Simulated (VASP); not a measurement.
# TePb (rock salt type) (R3m) in VASP: notebook

The runs below take TePb (rock salt type) through single point, with HSE06.

All numbers are computed with VASP 6.6.1; they aren't measurements. Logs are shortened: lines on timing, memory, paths and dates and some standing lists are left out, and cuts for length are marked.

## 1. The cell of the first run

It takes space group R3m (No. 160, trigonal). Conventional cell: a = 4.646 Å, b = 4.646 Å, c = 11.380 Å, α = 90.00°, β = 90.00°, γ = 120.00°. Within 4.3 Å of Pb (site symmetry 3m) lie 6 Te at 3.25 to 3.32 Å. Te (site symmetry 3m) has 6 Pb at 3.25 to 3.32 Å within 4.3 Å.

## 2. Single point, HSE06

Contents of POSCAR:

```
TePb
1.0
    0.0000000000      3.2850000000      3.2850000000
    3.2850000000      0.0000000000      3.2850000000
    3.2850000000      3.2850000000      0.0000000000
Pb Te
1 1
Direct
    0.0052726052      0.0052726052      0.0052726052
    0.5000000000      0.5000000000      0.5000000000
```

Contents of INCAR.step1:

```
SYSTEM = TePb
PREC     = Accurate       ! precision mode
ENCUT    = 520            ! plane-wave cutoff, eV
EDIFF    = 1E-5           ! SCF threshold, eV
ISMEAR   = -1             ! smearing method
SIGMA    = 0.05           ! smearing width, eV
LREAL    = .FALSE.        ! projectors in reciprocal space
LASPH    = .TRUE.         ! aspherical terms in the spheres
NELM     = 100            ! most SCF steps
ALGO     = Normal         ! electronic algorithm
ISIF     = 2              ! what is computed and relaxed
LWAVE    = .TRUE.         ! write WAVECAR
LCHARG   = .FALSE.        ! write CHGCAR
NBANDS   = 17             ! bands
GGA      = PE             ! functional
```

Contents of INCAR.step2:

```
SYSTEM = TePb
PREC     = Accurate       ! precision mode
ENCUT    = 520            ! plane-wave cutoff, eV
EDIFF    = 1E-7           ! SCF threshold, eV
ISMEAR   = -1             ! smearing method
SIGMA    = 0.05           ! smearing width, eV
LREAL    = .FALSE.        ! projectors in reciprocal space
LASPH    = .TRUE.         ! aspherical terms in the spheres
NELM     = 100            ! most SCF steps
ALGO     = Normal         ! electronic algorithm
ISIF     = 2              ! what is computed and relaxed
LWAVE    = .FALSE.        ! write WAVECAR
LCHARG   = .FALSE.        ! write CHGCAR
GGA      = PE             ! functional
LHFCALC  = .TRUE.         ! exact exchange
HFSCREEN = 0.2079         ! screening, 1/A
PRECFOCK = Normal       
NBANDS   = 17             ! bands
ISTART   = 1
```

Contents of KPOINTS:

```
Automatic mesh
0
G
  4 4 4
  0 0 0
```

Potentials or basis: VASP PAW PBE potentials, release 64 (Pb_d, Te).

Launch:

```sh
$ cat potpaw_PBE.64/Pb_d/POTCAR potpaw_PBE.64/Te/POTCAR > POTCAR
$ cp INCAR.step1 INCAR
$ mpirun -np 1 vasp_std > vasp.out
$ cp INCAR.step2 INCAR
$ mpirun -np 1 vasp_std > vasp.out
```

OUTCAR:

```text
SYSTEM = TePb
   PREC = Accurate
   ENCUT = 520
   EDIFF = 1E-7
   ISMEAR = -1
   LREAL = .FALSE.
   LASPH = .TRUE.
   NELM = 100
   ISIF = 2
   GGA = PE
   LHFCALC = .TRUE.
   HFSCREEN = 0.2079
   PRECFOCK = Normal
   ISTART = 1

 ion  position               nearest neighbor table
   1  0.005  0.005  0.005-   2 3.25   2 3.25   2 3.25   2 3.32   2 3.32   2 3.32
   2  0.500  0.500  0.500-   1 3.25   1 3.25   1 3.25   1 3.32   1 3.32   1 3.32

  LATTYP: Found a face centered cubic cell.
 ALAT       =     6.5700000000

  Lattice vectors:

 A1 = (   0.0000000000,   3.2850000000,   3.2850000000)
 A2 = (   3.2850000000,   0.0000000000,   3.2850000000)
 A3 = (   3.2850000000,   3.2850000000,   0.0000000000)

Analysis of symmetry for initial positions (statically):
=====================================================================
 Subroutine PRICEL returns:
 Original cell was already a primitive cell.

 Routine SETGRP: Setting up the symmetry group for a
 face centered cubic supercell.

 Subroutine GETGRP returns: Found  6 space group operations
 (whereof  6 operations were pure point group operations)
 out of a pool of 48 trial point group operations.

The static configuration has the point symmetry C_3v.

Analysis of symmetry for dynamics (positions and initial velocities):
=====================================================================
 Subroutine PRICEL returns:
 Original cell was already a primitive cell.

 Routine SETGRP: Setting up the symmetry group for a
 face centered cubic supercell.

 Subroutine GETGRP returns: Found  6 space group operations
 (whereof  6 operations were pure point group operations)
 out of a pool of 48 trial point group operations.

The dynamic configuration has the point symmetry C_3v.

 Subroutine INISYM returns: Found  6 space group operations
 (whereof  6 operations are pure point group operations),
 and found     1 'primitive' translations

----------------------------------------------------------------------------------------

                                     Primitive cell

  volume of cell :      70.8983

  direct lattice vectors                    reciprocal lattice vectors
     0.000000000  3.285000000  3.285000000    -0.152207002  0.152207002  0.152207002
     3.285000000  0.000000000  3.285000000     0.152207002 -0.152207002  0.152207002
     3.285000000  3.285000000  0.000000000     0.152207002  0.152207002 -0.152207002

  length of vectors
     4.645691552  4.645691552  4.645691552     0.263630260  0.263630260  0.263630260

  position of ions in fractional coordinates (direct lattice)
     0.005272605  0.005272605  0.005272605
     0.500000000  0.500000000  0.500000000

  ion indices of the primitive-cell ions
   primitive index   ion index
                 1           1
                 2           2

----------------------------------------------------------------------------------------

 KPOINTS: Automatic mesh

Automatic generation of k-mesh.
 Grid dimensions read from file:
 generate k-points for:    4    4    4

 Generating k-lattice:

  Cartesian coordinates                     Fractional coordinates (reciprocal lattice)
    -0.038051750  0.038051750  0.038051750     0.250000000  0.000000000  0.000000000
     0.038051750 -0.038051750  0.038051750     0.000000000  0.250000000  0.000000000
     0.038051750  0.038051750 -0.038051750     0.000000000  0.000000000  0.250000000

  Length of vectors
     0.065907565  0.065907565  0.065907565

  Shift w.r.t. Gamma in fractional coordinates (k-lattice)
     0.000000000  0.000000000  0.000000000

 Subroutine IBZKPT returns following result:
 ===========================================

 Found     13 irreducible k-points:

 Following reciprocal coordinates:
            Coordinates               Weight
  0.000000  0.000000  0.000000      1.000000
  0.250000  0.000000  0.000000      6.000000
  0.250000  0.250000  0.250000      2.000000
  0.500000  0.000000  0.000000      3.000000
  0.500000  0.500000  0.500000      1.000000
  0.250000  0.250000  0.000000      6.000000
  0.500000  0.250000  0.000000     12.000000
  0.250000  0.250000 -0.250000      6.000000
  0.500000  0.250000  0.500000      6.000000
 -0.250000  0.250000  0.000000      6.000000
  0.250000  0.250000  0.500000      6.000000
  0.500000  0.500000  0.000000      3.000000
 -0.250000  0.500000  0.250000      6.000000
   k-points           NKPTS =     13   k-points in BZ     NKDIM =     64   number of bands    NBANDS=     17
   number of dos      NEDOS =    301   number of ions     NIONS =      2
   total plane-waves  NPLWV =  46656
   dimension x,y,z NGX =    36 NGY =   36 NGZ =   36
   dimension x,y,z NGXF=    72 NGYF=   72 NGZF=   72
   ions per type =               1   1
   NGX,Y,Z   is equivalent  to a cutoff of  12.88, 12.88, 12.88 a.u.
   NGXF,Y,Z  is equivalent  to a cutoff of  25.77, 25.77, 25.77 a.u.
 SYSTEM =  TePb
   PREC   = accura    normal or accurate (medium, high low for compatibility)
   ISTART =      1    job   : 0-new  1-cont  2-samecut
   ICHARG =      0    charge: 1-file 2-atom 10-const
   ISPIN  =      1    spin polarized calculation?
   LNONCOLLINEAR =      F non collinear calculations
   LSORBIT =      F    spin-orbit coupling
   LASPH  =      T    aspherical Exc in radial PAW
   ENCUT  =  520.0 eV  38.22 Ry    6.18 a.u.   8.64  8.64  8.64*2*pi/ulx,y,z
   NELM   =    100;   NELMIN=  2; NELMDL=  0     # of ELM steps
   EDIFF  = 0.1E-06   stopping-criterion for ELM
   LREAL  =      F    real-space projection
   EDIFFG = 0.1E-05   stopping-criterion for IOM
   NSW    =      0    number of steps for IOM
   IBRION =     -1    ionic relax: 0-MD 1-quasi-New 2-CG
   NFREE  =      0    steps in history (QN), initial steepest desc. (CG)
   ISIF   =      2    stress and relaxation
   ISYM   =      3    0-nonsym 1-usesym 2-fastsym
   POTIM  = 0.5000    time-step for ionic-motion
   TEBEG  =    0.0;   TEEND  =   0.0 temperature during run
   PSTRESS=    0.0 pullay stress
   NELECT =      20.0000    total number of electrons
   NUPDOWN=      -1.0000    fix difference up-down
   EMIN   =  10.00;   EMAX   =-10.00  energy-range for DOS
   EFERMI =   0.00;   METHOD = LEGACY
   ISMEAR =    -1;   SIGMA  =   0.05  broadening in eV -4-tet -1-fermi 0-gaus
   EFERMI_NEDOS =   21; number of points for ismear=-14 and -15
   IALGO  =     38    algorithm
   IMIX   =      1    mixing-type and parameters
     AMIX     =   0.40;   BMIX     =  1.00
     AMIX_MAG =   1.60;   BMIX_MAG =  1.00
  volume/ion in A,a.u.               =      35.45       239.22
  Fermi-wavevector in a.u.,A,eV,Ry     =   1.073675  2.028951 15.684493  1.152778
  Thomas-Fermi vector in A             =   2.209481
   LORBIT       =      0    0 simple, 1 ext, 2 COOP (PROOUT), +10 PAW based schemes
   GGA     = PE    functional components
   LHFCALC =     T    Hartree Fock is set to
   PRECFOCK=normal    Normal, Fast or Accurate (Low or Medium for compatibility)
   ENCUT4O =  -1.0   cutoff for four orbital integrals eV
   NKREDX  =     1    reduce k-point grid by
   NKREDY  =     1    reduce k-point grid by
   NKREDZ  =     1    reduce k-point grid by
   AEXX    =    0.2500 exact exchange contribution
   HFSCREEN=    0.2079 screening length (either q_TF or 0.3 A-1)
   HFSCREENC=   0.2079 screening length for correlation (either q_TF or 0.3 A-1)
   ENCUTFOCK=  -1.0 apply spherical cutoff to Coloumb kernel
   IVDW    =     0    specifies the selected vdW correction
   LEPSILON=     F    determine dielectric tensor
   LRPA    =     F    only Hartree local field effects (RPA)
 non-spin polarized calculation
  energy-cutoff  :      520.00
  volume of cell :       70.90
 maximum number of plane-waves:      1924
 NGX is ok and might be reduce to    36
  NGX = 28; NGY = 28; NGZ = 28

 number of electron      20.0000001 magnetization

 Free energy of the ion-electron system (eV)
  ---------------------------------------------------
  ext. energy  EPLUGINS =         0.00000000
  ---------------------------------------------------
  free energy    TOTEN  =        -8.96408585 eV

  energy without entropy =       -8.96408499  energy(sigma->0) =       -8.96408542

 E-fermi :   5.3012     XC(G=0):  -7.5864

 val. band max:        4.6961322879   @ k =   0.5000   0.0000   0.0000
 cond. band min:       5.9074627602   @ k =   0.5000   0.0000   0.0000
 fundamental gap:      1.2113304723
 Fermi energy:         5.3012070035

 k-point     1 :       0.0000    0.0000    0.0000
  band No.  band energies     occupation
      1     -13.7682      2.00000
      2     -13.7682      2.00000
      3     -13.7551      2.00000
      4     -13.7547      2.00000
      5     -13.7547      2.00000
      6      -8.1284      2.00000
[... 9 lines left out ...]
     16      11.2246      0.00000
     17      12.7047      0.00000

 k-point     2 :       0.2500    0.0000    0.0000
  band No.  band energies     occupation
      1     -13.7749      2.00000
      2     -13.7748      2.00000
      3     -13.7538      2.00000
      4     -13.7486      2.00000
      5     -13.7483      2.00000
      6      -7.5929      2.00000
[... 9 lines left out ...]
     16      12.3303      0.00000
     17      15.5907      0.00000

 k-point     3 :       0.2500    0.2500    0.2500
  band No.  band energies     occupation
      1     -13.7747      2.00000
      2     -13.7747      2.00000
      3     -13.7541      2.00000
      4     -13.7484      2.00000
      5     -13.7484      2.00000
      6      -7.5947      2.00000
[... 9 lines left out ...]
     16      12.3321      0.00000
     17      15.5896      0.00000

 k-point     4 :       0.5000    0.0000    0.0000
  band No.  band energies     occupation
      1     -13.7823      2.00000
      2     -13.7822      2.00000
      3     -13.7529      2.00000
      4     -13.7414      2.00000
      5     -13.7411      2.00000
      6      -6.6760      2.00000
[... 9 lines left out ...]
     16      14.7764      0.00000
     17      14.7823      0.00000
[... 123 lines left out ...]
      1     -13.7847      2.00000
      2     -13.7791      2.00000
      3     -13.7497      2.00000
      4     -13.7452      2.00000
      5     -13.7438      2.00000
      6      -6.8559      2.00000
[... 9 lines left out ...]
     16      14.0126      0.00000
     17      14.7984      0.00000

 k-point    12 :       0.5000    0.5000    0.0000
  band No.  band energies     occupation
      1     -13.8197      2.00000
      2     -13.7628      2.00000
      3     -13.7593      2.00000
      4     -13.7340      2.00000
      5     -13.7338      2.00000
      6      -6.4348      2.00000
[... 9 lines left out ...]
     16      16.0755      0.00000
     17      16.5128      0.00000

 k-point    13 :      -0.2500    0.5000    0.2500
  band No.  band energies     occupation
      1     -13.8047      2.00000
      2     -13.7711      2.00000
      3     -13.7489      2.00000
      4     -13.7487      2.00000
      5     -13.7339      2.00000
      6      -6.2838      2.00000
[... 9 lines left out ...]
     16      16.4149      0.00000
     17      16.4303      0.00000

------------------------ aborting loop because EDIFF is reached ----------------------------------------

  FORCE on cell =-STRESS in cart. coord.  units (eV):
  Direction    XX          YY          ZZ          XY          YZ          ZX
  --------------------------------------------------------------------------------------
  -------------------------------------------------------------------------------------
  Total       -0.4774855     -0.4774855     -0.4774855      0.0062821      0.0062821      0.0062821
  in kB      -10.7903271    -10.7903271    -10.7903271      0.1419647      0.1419647      0.1419647
  external PRESSURE =     -10.7903271 kB  Pullay stress =       0.0000000 kB

 VOLUME and BASIS-vectors are now :
 -----------------------------------------------------------------------------
  energy-cutoff  :      520.00
  volume of cell :       70.90
      direct lattice vectors                 reciprocal lattice vectors
     0.000000000  3.285000000  3.285000000    -0.152207002  0.152207002  0.152207002
     3.285000000  0.000000000  3.285000000     0.152207002 -0.152207002  0.152207002
     3.285000000  3.285000000  0.000000000     0.152207002  0.152207002 -0.152207002

 POSITION                                       TOTAL-FORCE (eV/Angst)
 -----------------------------------------------------------------------------------
      0.03464      0.03464      0.03464         0.024202      0.024202      0.024202
      3.28500      3.28500      3.28500        -0.024202     -0.024202     -0.024202
 -----------------------------------------------------------------------------------
    total drift:                                0.000152      0.000152      0.000153

  FREE ENERGIE OF THE ION-ELECTRON SYSTEM (eV)
  ---------------------------------------------------
  free  energy   TOTEN  =        -8.9640858473 eV

  energy  without entropy=       -8.9640849855  energy(sigma->0) =       -8.96408542
```

Run time: 17 min. Hardware: 1 thread of Intel Xeon 6975P-C (Granite Rapids), shared host; peak memory 0.33 GiB.

What came out:

```yaml
Free_energy: -8.9641 eV
Pressure: -1.1 GPa
Largest_force: 0.042 eV/Å
Band_gap_on_the_k_mesh: 1.21 eV
```

Forces in eV/Å, atoms in the order of the input:
```
Pb   0.024  0.024  0.024
Te  -0.024 -0.024 -0.024
```

Levels at points of the mesh, in eV from the valence-band top:
```tsv
k point	band 6	band 7	band 8	band 9	band 10	band 11	band 12	band 13	band 14	band 15
(0.00, 0.00, 0.00)	-12.82	-6.04	-1.36	-1.36	-1.36	4.69	4.71	4.71	6.51	6.51
(0.50, 0.00, 0.00)	-11.37	-9.10	-0.94	-0.93	0.00	1.21	1.81	1.81	9.09	9.94
(0.50, 0.50, 0.50)	-11.38	-9.08	-0.93	-0.93	-0.01	1.22	1.80	1.80	9.07	9.97
(0.50, 0.50, 0.00)	-11.13	-7.76	-4.63	-2.86	-2.85	3.93	6.11	6.12	7.33	10.83
```

Caveat: the PAW data sets were made with another functional, which shifts forces and pressure a little; spin-orbit coupling is left out, which moves the levels of the heavy elements. A k mesh can miss the band edges.

(Continued in part 2 of 2.)
